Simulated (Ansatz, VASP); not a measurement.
# One calculation of Pb, two programs

```xyz
1
Lattice="0.0000 2.4695 2.4695 2.4695 0.0000 2.4695 2.4695 2.4695 0.0000" Properties=species:S:1:pos:R:3 pbc="T T T"
Pb    0.0000    0.0000    0.0000
```

Alike in both runs: functional PBEsol; k mesh 8 × 8 × 8; occupations gaussian, width 0.1 eV; no spin polarisation.

Ansatz relaxed the structure, and its values are those at the end. VASP's run is a single point on that final structure, the one shown.

|  | VASP | Ansatz |
| --- | --- | --- |
| version | VASP 6.6.1 | Ansatz 0.2.0 |
| potentials or method | VASP PAW PBE potentials, release 64 (Pb_d), cutoff 500 eV | scalar-relativistic, plane waves, PAW |
| valence electrons in the cell | 14 | 14 |

|  | VASP | Ansatz | Ansatz less VASP |
| --- | --- | --- | --- |
| gap on the k mesh at the Fermi level (eV) | none | none | - |
| pressure (GPa) | 0.0 | 0.1 | +0.09 |

VASP's potentials were made for PBE, not for PBEsol. A gap of «none» marks a metal or a gap that the smearing closes. With one functional, cell and mesh, what is left measures potentials, basis and numerics.

Neither program's run includes spin-orbit coupling.
